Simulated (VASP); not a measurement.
# InP (I-4m2) in VASP: single point with r2SCAN

Aim: the single point of InP with r2SCAN.

Program: VASP 6.6.1. These are calculated values, not measurements. Logs are shortened: lines on timing, memory, paths and dates and some standing lists are left out, and cuts for length are marked.

### Step 1. The cell of the first run

It takes space group I-4m2 (No. 119, tetragonal). The conventional cell has a = 4.144 Å, b = 4.144 Å, c = 5.627 Å, α = 90.00°, β = 90.00°, γ = 90.00°. In (site symmetry -4m2) has 4 P at 2.50 Å within 3.3 Å. Within 3.3 Å of P (site symmetry -4m2) lie 4 In at 2.50 Å.

### Step 2. Single point, r2SCAN (strain -0.0400 x Voigt [0, 1, 0, 0, 0, 0])

Contents of POSCAR:

```
InP
1.0
    0.0000000000      2.8132800000      2.9305000000
    2.9305000000      0.0000000000      2.9305000000
    2.9305000000      2.8132800000      0.0000000000
In P
1 1
Direct
    0.0000000000      0.0000000000      0.0000000000
    0.7500000000      0.7500000000      0.7500000000
```

Contents of INCAR.step1:

```
SYSTEM = InP
PREC     = Accurate       ! precision mode
ENCUT    = 520            ! plane-wave cutoff, eV
ISMEAR   = 0              ! smearing method
SIGMA    = 0.05           ! smearing width, eV
LREAL    = .False.        ! projectors in reciprocal space
LASPH    = .True.         ! aspherical terms in the spheres
NELM     = 80             ! most SCF steps
NBANDS   = 16             ! bands
GGA      = PE             ! functional
ALGO     = Normal         ! electronic algorithm
EDIFF    = 1E-4           ! SCF threshold, eV
LWAVE    = .True.         ! write WAVECAR
LCHARG   = .False.        ! write CHGCAR
```

Contents of INCAR.step2:

```
SYSTEM = InP
PREC     = Accurate       ! precision mode
ENCUT    = 520            ! plane-wave cutoff, eV
EDIFF    = 1E-6           ! SCF threshold, eV
ISMEAR   = 0              ! smearing method
SIGMA    = 0.05           ! smearing width, eV
LREAL    = .False.        ! projectors in reciprocal space
LASPH    = .True.         ! aspherical terms in the spheres
NELM     = 80             ! most SCF steps
ALGO     = Normal         ! electronic algorithm
ISIF     = 2              ! what is computed and relaxed
LWAVE    = .False.        ! write WAVECAR
LCHARG   = .False.        ! write CHGCAR
METAGGA  = R2SCAN         ! meta-GGA
LMIXTAU  = .True.       
NBANDS   = 16             ! bands
ISTART   = 1
```

Contents of KPOINTS:

```
regular mesh
0
Gamma
  8 8 8
  0 0 0
```

Potentials or basis: VASP PAW PBE potentials, release 64 (In_d, P).

Command:

```bash
$ cat potpaw_PBE.64/In_d/POTCAR potpaw_PBE.64/P/POTCAR > POTCAR
$ cp INCAR.step1 INCAR
$ mpirun -np 1 vasp_std > vasp.out
$ cp INCAR.step2 INCAR
$ mpirun -np 1 vasp_std > vasp.out
```

OUTCAR:

```text
SYSTEM = InP
   PREC = Accurate
   ENCUT = 520
   EDIFF = 1E-6
   ISMEAR = 0
   LREAL = .False.
   LASPH = .True.
   NELM = 80
   ISIF = 2
   METAGGA = R2SCAN
   ISTART = 1

 ion  position               nearest neighbor table
   1  0.000  0.000  0.000-   2 2.50   2 2.50   2 2.50   2 2.50
   2  0.750  0.750  0.750-   1 2.50   1 2.50   1 2.50   1 2.50

  LATTYP: Found a body centered tetragonal cell.
 ALAT       =     4.1443528445
 C/A-ratio  =     1.3576450199

  Lattice vectors:

 A1 = (   0.0000000000,  -2.8132800000,   2.9305000000)
 A2 = (   0.0000000000,  -2.8132800000,  -2.9305000000)
 A3 = (   2.9305000000,   2.8132800000,   0.0000000000)

Analysis of symmetry for initial positions (statically):
=====================================================================
 Subroutine PRICEL returns:
 Original cell was already a primitive cell.

 Routine SETGRP: Setting up the symmetry group for a
 body centered tetragonal supercell.

 Subroutine GETGRP returns: Found  8 space group operations
 (whereof  8 operations were pure point group operations)
 out of a pool of 16 trial point group operations.

The static configuration has the point symmetry D_2d.

Analysis of symmetry for dynamics (positions and initial velocities):
=====================================================================
 Subroutine PRICEL returns:
 Original cell was already a primitive cell.

 Routine SETGRP: Setting up the symmetry group for a
 body centered tetragonal supercell.

 Subroutine GETGRP returns: Found  8 space group operations
 (whereof  8 operations were pure point group operations)
 out of a pool of 16 trial point group operations.

The dynamic configuration has the point symmetry D_2d.

 Subroutine INISYM returns: Found  8 space group operations
 (whereof  8 operations are pure point group operations),
 and found     1 'primitive' translations

----------------------------------------------------------------------------------------

                                     Primitive cell

  volume of cell :      48.3199

  direct lattice vectors                    reciprocal lattice vectors
     0.000000000  2.813280000  2.930500000    -0.170619348  0.177728488  0.170619348
     2.930500000  0.000000000  2.930500000     0.170619348 -0.177728488  0.170619348
     2.930500000  2.813280000  0.000000000     0.170619348  0.177728488 -0.170619348

  length of vectors
     4.062311486  4.144352845  4.062311486     0.299682064  0.299682064  0.299682064

  position of ions in fractional coordinates (direct lattice)
     0.000000000  0.000000000  0.000000000
     0.750000000  0.750000000  0.750000000

  ion indices of the primitive-cell ions
   primitive index   ion index
                 1           1
                 2           2

----------------------------------------------------------------------------------------

 KPOINTS: regular mesh

Automatic generation of k-mesh.
 Grid dimensions read from file:
 generate k-points for:    8    8    8

 Generating k-lattice:

  Cartesian coordinates                     Fractional coordinates (reciprocal lattice)
    -0.021327419  0.022216061  0.021327419     0.125000000  0.000000000  0.000000000
     0.021327419 -0.022216061  0.021327419     0.000000000  0.125000000  0.000000000
     0.021327419  0.022216061 -0.021327419     0.000000000  0.000000000  0.125000000

  Length of vectors
     0.037460258  0.037460258  0.037460258

  Shift w.r.t. Gamma in fractional coordinates (k-lattice)
     0.000000000  0.000000000  0.000000000

 Subroutine IBZKPT returns following result:
 ===========================================

 Found     59 irreducible k-points:

 Following reciprocal coordinates:
            Coordinates               Weight
  0.000000  0.000000  0.000000      1.000000
  0.125000  0.000000 -0.000000      8.000000
  0.250000  0.000000 -0.000000      8.000000
  0.375000  0.000000 -0.000000      8.000000
  0.500000  0.000000 -0.000000      4.000000
  0.125000  0.125000  0.000000      4.000000
[... 16 lines left out ...]
  0.250000  0.000000  0.125000      8.000000
  0.375000  0.000000  0.125000      8.000000
 [... further k-points ...]
   k-points           NKPTS =     59   k-points in BZ     NKDIM =     59   number of bands    NBANDS=     16
   number of dos      NEDOS =    301   number of ions     NIONS =      2
   total plane-waves  NPLWV =  28800
   dimension x,y,z NGX =    30 NGY =   32 NGZ =   30
   dimension x,y,z NGXF=    60 NGYF=   64 NGZF=   60
   ions per type =               1   1
   NGX,Y,Z   is equivalent  to a cutoff of  12.28, 12.84, 12.28 a.u.
   NGXF,Y,Z  is equivalent  to a cutoff of  24.55, 25.67, 24.55 a.u.
 SYSTEM =  InP
   PREC   = accura    normal or accurate (medium, high low for compatibility)
   ISTART =      1    job   : 0-new  1-cont  2-samecut
   ICHARG =      0    charge: 1-file 2-atom 10-const
   ISPIN  =      1    spin polarized calculation?
   LNONCOLLINEAR =      F non collinear calculations
   LSORBIT =      F    spin-orbit coupling
   LASPH  =      T    aspherical Exc in radial PAW
   ENCUT  =  520.0 eV  38.22 Ry    6.18 a.u.   7.55  7.71  7.55*2*pi/ulx,y,z
   NELM   =     80;   NELMIN=  2; NELMDL=  0     # of ELM steps
   EDIFF  = 0.1E-05   stopping-criterion for ELM
   LREAL  =      F    real-space projection
   EDIFFG = 0.1E-04   stopping-criterion for IOM
   NSW    =      0    number of steps for IOM
   IBRION =     -1    ionic relax: 0-MD 1-quasi-New 2-CG
   NFREE  =      0    steps in history (QN), initial steepest desc. (CG)
   ISIF   =      2    stress and relaxation
   ISYM   =      2    0-nonsym 1-usesym 2-fastsym
   POTIM  = 0.5000    time-step for ionic-motion
   TEBEG  =    0.0;   TEEND  =   0.0 temperature during run
   PSTRESS=    0.0 pullay stress
   NELECT =      18.0000    total number of electrons
   NUPDOWN=      -1.0000    fix difference up-down
   EMIN   =  10.00;   EMAX   =-10.00  energy-range for DOS
   EFERMI =   0.00;   METHOD = LEGACY
   ISMEAR =     0;   SIGMA  =   0.05  broadening in eV -4-tet -1-fermi 0-gaus
   EFERMI_NEDOS =   21; number of points for ismear=-14 and -15
   IALGO  =     38    algorithm
   IMIX   =      4    mixing-type and parameters
     AMIX     =   0.40;   BMIX     =  1.00
     AMIX_MAG =   1.60;   BMIX_MAG =  1.00
  volume/ion in A,a.u.               =      24.16       163.04
  Fermi-wavevector in a.u.,A,eV,Ry     =   1.177941  2.225986 18.878695  1.387545
  Thomas-Fermi vector in A             =   2.314279
   LORBIT       =      0    0 simple, 1 ext, 2 COOP (PROOUT), +10 PAW based schemes
   METAGGA = R2SCAN    functional components
   LHFCALC =     F    Hartree Fock is set to
   AEXX    =    0.0000 exact exchange contribution
   IVDW    =     0    specifies the selected vdW correction
   LEPSILON=     F    determine dielectric tensor
   LRPA    =     F    only Hartree local field effects (RPA)
 non-spin polarized calculation
 Gauss-broadening in eV      SIGMA  =   0.05
  energy-cutoff  :      520.00
  volume of cell :       48.32
 maximum number of plane-waves:      1325
   NGX = 15   NGY = 15   NGZ = 15

 number of electron      17.9999997 magnetization

 Free energy of the ion-electron system (eV)
  ---------------------------------------------------
  ext. energy  EPLUGINS =         0.00000000
  ---------------------------------------------------
  free energy    TOTEN  =       -32.24415403 eV

  energy without entropy =      -32.24415403  energy(sigma->0) =      -32.24415403

 E-fermi :   5.8787     XC(G=0): -10.0766

 val. band max:        5.6013785360   @ k =   0.0000   0.0000   0.0000
 cond. band min:       6.8731220907   @ k =   0.0000   0.0000   0.0000
 fundamental gap:      1.2717435548
 Fermi energy:         5.8786596099

 k-point     1 :       0.0000    0.0000    0.0000
  band No.  band energies     occupation
      1      -9.2761      2.00000
      2      -9.2761      2.00000
      3      -9.2586      2.00000
      4      -9.0711      2.00000
      5      -9.0664      2.00000
      6      -6.8204      2.00000
[... 8 lines left out ...]
     15      15.1304      0.00000
     16      15.7493      0.00000

 k-point     2 :       0.1250    0.0000   -0.0000
  band No.  band energies     occupation
      1      -9.2978      2.00000
      2      -9.2666      2.00000
      3      -9.2543      2.00000
      4      -9.0716      2.00000
      5      -9.0654      2.00000
      6      -6.6184      2.00000
[... 8 lines left out ...]
     15      14.9250      0.00000
     16      15.6685      0.00000

 k-point     3 :       0.2500    0.0000   -0.0000
  band No.  band energies     occupation
      1      -9.3554      2.00000
      2      -9.2465      2.00000
      3      -9.2356      2.00000
      4      -9.0707      2.00000
      5      -9.0601      2.00000
      6      -6.0569      2.00000
[... 8 lines left out ...]
     15      14.5592      0.00000
     16      15.3466      0.00000

 k-point     4 :       0.3750    0.0000   -0.0000
  band No.  band energies     occupation
      1      -9.4081      2.00000
      2      -9.2310      2.00000
      3      -9.2198      2.00000
      4      -9.0656      2.00000
      5      -9.0495      2.00000
      6      -5.3033      2.00000
[... 8 lines left out ...]
     15      15.6361      0.00000
     16      15.6794      0.00000

 k-point     5 :       0.5000    0.0000   -0.0000
  band No.  band energies     occupation
      1      -9.4287      2.00000
      2      -9.2261      2.00000
      3      -9.2146      2.00000
      4      -9.0620      2.00000
      5      -9.0435      2.00000
      6      -4.8674      2.00000
[... 8 lines left out ...]
     15      16.6529      0.00000
     16      16.9657      0.00000

 k-point     6 :       0.1250    0.1250    0.0000
  band No.  band energies     occupation
      1      -9.3188      2.00000
      2      -9.2568      2.00000
      3      -9.2422      2.00000
      4      -9.0746      2.00000
      5      -9.0633      2.00000
      6      -6.5591      2.00000
[... 8 lines left out ...]
     15      15.6223      0.00000
     16      16.0977      0.00000
[... 267 lines left out ...]
 k-point    21 :       0.5000    0.5000    0.0000
  band No.  band energies     occupation
      1      -9.5040      2.00000
      2      -9.1458      2.00000
      3      -9.1346      2.00000
      4      -9.1271      2.00000
      5      -9.0288      2.00000
      6      -4.1986      2.00000
[... 8 lines left out ...]
     15      16.7999      0.00000
     16      18.1203      0.00000

 k-point    22 :       0.1250    0.0000    0.1250
  band No.  band energies     occupation
      1      -9.3057      2.00000
      2      -9.2573      2.00000
      3      -9.2573      2.00000
      4      -9.0802      2.00000
      5      -9.0590      2.00000
      6      -6.5388      2.00000
[... 8 lines left out ...]
     15      15.2964      0.00000
     16      16.2198      0.00000

 k-point    23 :       0.2500    0.0000    0.1250
  band No.  band energies     occupation
      1      -9.3577      2.00000
      2      -9.2366      2.00000
      3      -9.2359      2.00000
      4      -9.0872      2.00000
      5      -9.0511      2.00000
      6      -6.0872      2.00000
[... 8 lines left out ...]
     15      15.3299      0.00000
     16      16.5587      0.00000

 k-point    24 :       0.3750    0.0000    0.1250
  band No.  band energies     occupation
      1      -9.4079      2.00000
      2      -9.2187      2.00000
      3      -9.2182      2.00000
      4      -9.0856      2.00000
      5      -9.0425      2.00000
      6      -5.3789      2.00000
[... 8 lines left out ...]
     15      16.2297      0.00000
     16      16.2888      0.00000

 [... further k-points ...]

------------------------ aborting loop because EDIFF is reached ----------------------------------------

  FORCE on cell =-STRESS in cart. coord.  units (eV):
  Direction    XX          YY          ZZ          XY          YZ          ZX
  --------------------------------------------------------------------------------------
  -------------------------------------------------------------------------------------
  Total        1.3184712      1.7910904      1.3184712      0.0000000      0.0000000      0.0000000
  in kB       43.7174507     59.3884089     43.7174507      0.0000000      0.0000000      0.0000000
  external PRESSURE =      48.9411034 kB  Pullay stress =       0.0000000 kB

 VOLUME and BASIS-vectors are now :
 -----------------------------------------------------------------------------
  energy-cutoff  :      520.00
  volume of cell :       48.32
      direct lattice vectors                 reciprocal lattice vectors
     0.000000000  2.813280000  2.930500000    -0.170619348  0.177728488  0.170619348
     2.930500000  0.000000000  2.930500000     0.170619348 -0.177728488  0.170619348
     2.930500000  2.813280000  0.000000000     0.170619348  0.177728488 -0.170619348

 POSITION                                       TOTAL-FORCE (eV/Angst)
 -----------------------------------------------------------------------------------
      0.00000      0.00000      0.00000         0.000000      0.000000      0.000000
      4.39575      4.21992      4.39575        -0.000000     -0.000000     -0.000000
 -----------------------------------------------------------------------------------
    total drift:                               -0.000017     -0.000063     -0.000017

  FREE ENERGIE OF THE ION-ELECTRON SYSTEM (eV)
  ---------------------------------------------------
  free  energy   TOTEN  =       -32.2441540350 eV

  energy  without entropy=      -32.2441540350  energy(sigma->0) =      -32.24415403
```

Run time: 3.4 min. Hardware: 1 thread of Intel Xeon 8259CL, shared host; peak memory 0.2 GiB.

What came out:

| Property | Result |
| --- | --- |
| Free energy | -32.2442 eV |
| Pressure | 4.9 GPa |
| Band gap on the k mesh | 1.27 eV |

Levels at points of the mesh, in eV from the valence-band top:
| k point | band 7 | band 8 | band 9 | band 10 | band 11 | band 12 |
| --- | --- | --- | --- | --- | --- | --- |
| (0.00, 0.00, 0.00) | -0.19 | -0.19 | 0.00 | 1.27 | 4.28 | 4.34 |
| (0.50, 0.00, 0.00) | -6.24 | -1.34 | -1.06 | 1.82 | 4.88 | 5.22 |
| (0.50, 0.50, 0.00) | -6.28 | -2.61 | -2.58 | 1.90 | 2.55 | 9.88 |
| (0.50, 0.00, 0.50) | -6.01 | -2.85 | -2.85 | 1.65 | 2.15 | 10.33 |

Caveat: the cell differs from its parent crystal (strain -0.0400 x Voigt [0, 1, 0, 0, 0, 0]); the cell stands under pressure; the PAW data sets were made with another functional, which shifts forces and pressure a little; spin-orbit coupling is left out, which moves the levels of the heavy elements. A k mesh can miss the band edges.
